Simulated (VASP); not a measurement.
# Cu19W in VASP: single point with PBE

Aim: the single point of Cu19W with PBE.

All numbers are computed with VASP 6.6.1; they aren't measurements. Logs are shortened: lines on timing, memory, paths and dates and some standing lists are left out, and cuts for length are marked.

**1. The cell of the first run**

The cell holds a slab with vacuum, 20 atoms: a = 5.132 Å, b = 5.132 Å, c = 20.381 Å, α = 90.00°, β = 90.00°, γ = 120.00°.

**2. Single point, PBE**

File INCAR:

```
SYSTEM = Cu19W
ALGO = Normal
DIPOL = 0.5 0.5 0.500
EDIFF = 1E-6
ENCUT = 520
GGA = PE
GGA_COMPAT = .False.
IDIPOL = 3
ISIF = 2
ISMEAR = 1
LASPH = .True.
LCHARG = .False.
LDIPOL = .True.
LREAL = .False.
LWAVE = .False.
NBANDS = 128
NELM = 120
NELMDL = -8
PREC = Accurate
SIGMA = 0.1
```

File KPOINTS:

```
k-points
0
Gamma
  6 6 1
  0 0 0
```

File POSCAR:

```
Cu19W
1.0
    5.1320870790      0.0000000000      0.0000000000
   -2.5660435395      4.4445177849      0.0000000000
    0.0000000000      0.0000000000     20.3807018978
Cu W
19 1
Direct
    0.0003493887      0.0001746943      0.2949620958
    1.0000000000      0.5000000000      0.2942498498
    0.4998253057      1.0001746943      0.2949620958
    0.4998253057      0.4996506113      0.2949620958
    0.3333333333      0.1666666667      0.3963193644
    0.3348035512      0.6674017756      0.3964306908
    0.8325982244      0.1651964488      0.3964306908
    0.8325982244      0.6674017756      0.3964306908
    0.6662454104      0.3331227052      0.4983911569
    0.6666666667      0.8333333333      0.4990321405
    0.1668772948      0.3331227052      0.4983911569
    0.1668772948      0.8337545896      0.4983911569
    1.0008096400      1.0004048200      0.6018192106
    0.4995951800      0.4991903600      0.6018192106
    0.4995951800      1.0004048200      0.6018192106
    0.3347782156      0.6673891078      0.7085077537
    0.3333333333      0.1666666667      0.7034968609
    0.8326108922      0.6673891078      0.7085077537
    0.8326108922      0.1652217844      0.7085077537
    1.0000000000      0.5000000000      0.6065491106
```

Potentials or basis: VASP PAW PBE potentials, release 64 (Cu, W_sv).

The run is started by

```console
$ cat potpaw_PBE.64/Cu/POTCAR potpaw_PBE.64/W_sv/POTCAR > POTCAR
$ mpirun -np 1 vasp_std > vasp.out
```

OUTCAR:

```text
SYSTEM = Cu19W
   EDIFF = 1E-6
   ENCUT = 520
   GGA = PE
   ISIF = 2
   ISMEAR = 1
   LASPH = .True.
   LREAL = .False.
   NELM = 120
   NELMDL = -8
   PREC = Accurate

 ion  position               nearest neighbor table
   1  0.000  0.000  0.295-   5 2.54   8 2.54   7 2.54   3 2.56   4 2.56   2 2.57   2 2.57   3 2.57
                             4 2.57
   2  0.000  0.500  0.294-   6 2.56   8 2.56   7 2.56   4 2.57   1 2.57   3 2.57   3 2.57   4 2.57
                             1 2.57
   3  0.500  0.000  0.295-   5 2.54   7 2.54   6 2.54   1 2.56   4 2.56   2 2.57   2 2.57   1 2.57
                             4 2.57
   4  0.500  0.500  0.295-   5 2.54   8 2.54   6 2.54   3 2.56   1 2.56   2 2.57   2 2.57   1 2.57
                             3 2.57
   5  0.333  0.167  0.396-   1 2.54   4 2.54   3 2.54  11 2.55   9 2.55  12 2.55   7 2.57   6 2.57
                             8 2.57   8 2.57   7 2.57   6 2.57
   6  0.335  0.667  0.396-   3 2.54   4 2.54  12 2.55  11 2.55   8 2.55   7 2.55  10 2.56   2 2.56
                             5 2.57   5 2.57   8 2.58   7 2.58
   7  0.833  0.165  0.396-   3 2.54   1 2.54   9 2.55  11 2.55   6 2.55   8 2.55  10 2.56   2 2.56
                             5 2.57   5 2.57   8 2.58   6 2.58
   8  0.833  0.667  0.396-   4 2.54   1 2.54  12 2.55   9 2.55   6 2.55   7 2.55  10 2.56   2 2.56
                             5 2.57   5 2.57   6 2.58   7 2.58
   9  0.666  0.333  0.498-   5 2.55   7 2.55   8 2.55  11 2.56  12 2.56  10 2.57  10 2.57  11 2.57
[... 9 lines left out ...]
  14  0.500  0.499  0.602-  17 2.55  15 2.56  13 2.56  20 2.57  20 2.57  10 2.57  15 2.57  13 2.57
                            11 2.57   9 2.57  18 2.63  16 2.63
  15  0.500  0.000  0.602-  17 2.55  13 2.56  14 2.56  20 2.57  20 2.57  10 2.57  13 2.57  14 2.57
                            12 2.57   9 2.57  19 2.63  16 2.63
  16  0.335  0.667  0.709-  18 2.55  19 2.55  20 2.56  17 2.57  17 2.57  18 2.58  19 2.58  14 2.63
                            15 2.63
  17  0.333  0.167  0.703-  13 2.55  14 2.55  15 2.55  19 2.57  16 2.57  18 2.57  18 2.57  19 2.57
                            16 2.57
  18  0.833  0.667  0.709-  16 2.55  19 2.55  20 2.56  17 2.57  17 2.57  16 2.58  19 2.58  14 2.63
                            13 2.63
  19  0.833  0.165  0.709-  16 2.55  18 2.55  20 2.56  17 2.57  17 2.57  16 2.58  18 2.58  13 2.63
                            15 2.63
  20  0.000  0.500  0.607-  16 2.56  18 2.56  19 2.56  14 2.57  14 2.57  13 2.57  15 2.57  15 2.57
                            13 2.57   9 2.66  11 2.66  12 2.66

  LATTYP: Found a hexagonal cell.
 ALAT       =     5.1320870790
 C/A-ratio  =     3.9712307262

  Lattice vectors:

 A1 = (   5.1320870790,   0.0000000000,   0.0000000000)
 A2 = (  -2.5660435395,   4.4445177849,   0.0000000000)
 A3 = (   0.0000000000,   0.0000000000,  20.3807018978)

Analysis of symmetry for initial positions (statically):
=====================================================================
 Subroutine PRICEL returns:
 Original cell was already a primitive cell.

 Routine SETGRP: Setting up the symmetry group for a
 hexagonal supercell.

 Subroutine GETGRP returns: Found  6 space group operations
 (whereof  2 operations were pure point group operations)
 out of a pool of 24 trial point group operations.

The static configuration has the point symmetry C_1h.
 The point group associated with its full space group is C_3v.

Analysis of symmetry for dynamics (positions and initial velocities):
=====================================================================
 Subroutine PRICEL returns:
 Original cell was already a primitive cell.

 Routine SETGRP: Setting up the symmetry group for a
 hexagonal supercell.

 Subroutine GETGRP returns: Found  6 space group operations
 (whereof  2 operations were pure point group operations)
 out of a pool of 24 trial point group operations.

The dynamic configuration has the point symmetry C_1h.
 The point group associated with its full space group is C_3v.

 Subroutine INISYM returns: Found  6 space group operations
 (whereof  2 operations are pure point group operations),
 and found     1 'primitive' translations

----------------------------------------------------------------------------------------

                                     Primitive cell

  volume of cell :     464.8767

  direct lattice vectors                    reciprocal lattice vectors
     5.132087079  0.000000000  0.000000000     0.194852500  0.112498144  0.000000000
    -2.566043539  4.444517785  0.000000000     0.000000000  0.224996287  0.000000000
     0.000000000  0.000000000 20.380701898     0.000000000  0.000000000  0.049066024

  length of vectors
[... 66 lines left out ...]
     0.000000000  0.000000000  0.000000000

 Subroutine IBZKPT returns following result:
 ===========================================

 Found      7 irreducible k-points:

 Following reciprocal coordinates:
            Coordinates               Weight
  0.000000  0.000000  0.000000      1.000000
  0.166667  0.000000  0.000000      6.000000
  0.333333  0.000000  0.000000      6.000000
  0.500000  0.000000  0.000000      3.000000
  0.166667  0.166667  0.000000      6.000000
  0.333333  0.166667  0.000000     12.000000
  0.333333  0.333333  0.000000      2.000000
   k-points           NKPTS =      7   k-points in BZ     NKDIM =      7   number of bands    NBANDS=    128
   number of dos      NEDOS =    301   number of ions     NIONS =     20
   total plane-waves  NPLWV = 256000
   dimension x,y,z NGX =    40 NGY =   40 NGZ =  160
   dimension x,y,z NGXF=    80 NGYF=   80 NGZF=  320
   ions per type =              19   1
   NGX,Y,Z   is equivalent  to a cutoff of  12.96, 12.96, 13.05 a.u.
   NGXF,Y,Z  is equivalent  to a cutoff of  25.91, 25.91, 26.10 a.u.
 SYSTEM =  Cu19W
   PREC   = accura    normal or accurate (medium, high low for compatibility)
   ISTART =      0    job   : 0-new  1-cont  2-samecut
   ICHARG =      2    charge: 1-file 2-atom 10-const
   ISPIN  =      1    spin polarized calculation?
   LNONCOLLINEAR =      F non collinear calculations
   LSORBIT =      F    spin-orbit coupling
   LASPH  =      T    aspherical Exc in radial PAW
   ENCUT  =  520.0 eV  38.22 Ry    6.18 a.u.   9.54  9.54 37.89*2*pi/ulx,y,z
   NELM   =    120;   NELMIN=  2; NELMDL= -8     # of ELM steps
   EDIFF  = 0.1E-05   stopping-criterion for ELM
   LREAL  =      F    real-space projection
   EDIFFG = 0.1E-04   stopping-criterion for IOM
   NSW    =      0    number of steps for IOM
   IBRION =     -1    ionic relax: 0-MD 1-quasi-New 2-CG
   NFREE  =      0    steps in history (QN), initial steepest desc. (CG)
   ISIF   =      2    stress and relaxation
   ISYM   =      2    0-nonsym 1-usesym 2-fastsym
   POTIM  = 0.5000    time-step for ionic-motion
   TEBEG  =    0.0;   TEEND  =   0.0 temperature during run
   PSTRESS=    0.0 pullay stress
   NELECT =     223.0000    total number of electrons
   NUPDOWN=      -1.0000    fix difference up-down
   EMIN   =  10.00;   EMAX   =-10.00  energy-range for DOS
   EFERMI =   0.00;   METHOD = LEGACY
   ISMEAR =     1;   SIGMA  =   0.10  broadening in eV -4-tet -1-fermi 0-gaus
   EFERMI_NEDOS =   21; number of points for ismear=-14 and -15
   IALGO  =     38    algorithm
   IMIX   =      4    mixing-type and parameters
     AMIX     =   0.40;   BMIX     =  1.00
     AMIX_MAG =   1.60;   BMIX_MAG =  1.00
  volume/ion in A,a.u.               =      23.24       156.86
  Fermi-wavevector in a.u.,A,eV,Ry     =   1.281535  2.421750 22.345288  1.642332
  Thomas-Fermi vector in A             =   2.413899
   LORBIT       =      0    0 simple, 1 ext, 2 COOP (PROOUT), +10 PAW based schemes
   GGA     = PE    functional components
   LHFCALC =     F    Hartree Fock is set to
   AEXX    =    0.0000 exact exchange contribution
   IVDW    =     0    specifies the selected vdW correction
   LEPSILON=     F    determine dielectric tensor
   LRPA    =     F    only Hartree local field effects (RPA)
 non-spin polarized calculation
 Methfessel and Paxton  Order N= 1 SIGMA  =   0.10
  energy-cutoff  :      520.00
  volume of cell :      464.88
 maximum number of plane-waves:     12663
 NGX is ok and might be reduce to    40
   NGX = 19   NGY = 19   NGZ = 75

 dipolmoment           0.000000      0.000000      0.005366 electrons x Angstroem

 number of electron     223.0000057 magnetization

 dipolmoment           0.000000      0.000000     -0.009657 electrons x Angstroem

 Free energy of the ion-electron system (eV)
  ---------------------------------------------------
  ext. energy  EPLUGINS =         0.00000000
  ---------------------------------------------------
  free energy    TOTEN  =       -77.60679223 eV

  energy without entropy =      -77.62418292  energy(sigma->0) =      -77.61258912

 E-fermi :   1.8914     XC(G=0):  -7.4814

 val. band max:        1.8162500358   @ k =   0.1667   0.1667   0.0000
 cond. band min:       1.9445696695   @ k =   0.5000   0.0000   0.0000
 fundamental gap:      0.1283196337
 Fermi energy:         1.8914385420

 k-point     1 :       0.0000    0.0000    0.0000
  band No.  band energies     occupation
      1     -72.1639      2.00000
      2     -36.5383      2.00000
      3     -36.3229      2.00000
      4     -36.3229      2.00000
      5      -7.2570      2.00000
      6      -6.3730      2.00000
[... 871 lines left out ...]
    122       5.5876      0.00000
    123       5.6806      0.00000
 [bands above 123 left out]

------------------------ aborting loop because EDIFF is reached ----------------------------------------

 vacuum level on the upper side and lower side of the slab       (xc-potential included)        -0.323        -0.249

  FORCE on cell =-STRESS in cart. coord.  units (eV):
  Direction    XX          YY          ZZ          XY          YZ          ZX
  --------------------------------------------------------------------------------------
  -------------------------------------------------------------------------------------
  Total        2.3777924      2.3777924      0.6157661      0.0000000     -0.0000000     -0.0000000
  in kB        8.1949578      8.1949578      2.1222109      0.0000000     -0.0000000     -0.0000000
  external PRESSURE =       6.1707088 kB  Pullay stress =       0.0000000 kB

 VOLUME and BASIS-vectors are now :
 -----------------------------------------------------------------------------
  energy-cutoff  :      520.00
  volume of cell :      464.88
      direct lattice vectors                 reciprocal lattice vectors
     5.132087079  0.000000000  0.000000000     0.194852500  0.112498144  0.000000000
    -2.566043539  4.444517785  0.000000000     0.000000000  0.224996287  0.000000000
     0.000000000  0.000000000 20.380701898     0.000000000  0.000000000  0.049066024

 POSITION                                       TOTAL-FORCE (eV/Angst)
 -----------------------------------------------------------------------------------
      0.00134      0.00078      6.01153         0.000319      0.000184     -0.023711
     -1.28302      2.22226      5.99702        -0.000000      0.000000     -0.021980
      2.56470      0.00078      6.01153        -0.000319      0.000184     -0.023711
      1.28302      2.22071      6.01153        -0.000000     -0.000369     -0.023711
      1.28302      0.74075      8.07727        -0.000000      0.000000      0.009908
      0.00566      2.96628      8.07954        -0.004005     -0.002312     -0.005828
[... 12 lines left out ...]
      3.84907      0.73433     14.43989        -0.000000     -0.006169      0.053592
     -1.28302      2.22226     12.36190        -0.000000      0.000000      0.037837
 -----------------------------------------------------------------------------------
    total drift:                               -0.000006      0.000002     -0.007938

  FREE ENERGIE OF THE ION-ELECTRON SYSTEM (eV)
  ---------------------------------------------------
  free  energy   TOTEN  =       -77.6067922288 eV

  energy  without entropy=      -77.6241829156  energy(sigma->0) =      -77.61258912

 vacuum level on the upper side and lower side of the slab         6.210         6.288
```

It took 28 min on 1 thread of Oxide Virtual Turin-like, shared host; peak memory 0.7 GiB.

What came out:

| Item | Value |
| --- | --- |
| Free energy | -77.6068 eV |
| Largest force | 0.056 eV/Å |
| Band gap on the k mesh | zero (an odd number of electrons rules out a gap without spin polarisation) |

Forces in eV/Å, atoms in the order of the input:
```
Cu   0.000  0.000 -0.024
Cu   0.000  0.000 -0.022
Cu   0.000  0.000 -0.024
Cu   0.000  0.000 -0.024
Cu   0.000  0.000  0.010
Cu  -0.004 -0.002 -0.006
Cu   0.000  0.005 -0.006
Cu   0.004 -0.002 -0.006
Cu   0.018  0.010  0.024
Cu   0.000  0.000  0.011
Cu  -0.018  0.010  0.024
Cu   0.000 -0.021  0.024
Cu  -0.018 -0.010 -0.053
Cu   0.000  0.020 -0.053
Cu   0.018 -0.010 -0.053
Cu   0.005  0.003  0.054
Cu   0.000  0.000 -0.023
Cu  -0.005  0.003  0.054
Cu   0.000 -0.006  0.054
W    0.000  0.000  0.038
```

Levels at points of the mesh, in eV from the Fermi level:
| k point | band 109 | band 110 | band 111 | band 112 | band 113 | band 114 |
| --- | --- | --- | --- | --- | --- | --- |
| (0.00, 0.00, 0.00) | -0.31 | -0.10 | -0.10 | 0.37 | 0.37 | 0.50 |
| (0.50, 0.00, 0.00) | -0.41 | -0.25 | -0.18 | -0.09 | 0.05 | 0.24 |

Caveat: spin-orbit coupling is left out, which moves the levels of the heavy elements.

The gap in the log of VASP goes by the Fermi energy; the results here count the filled bands.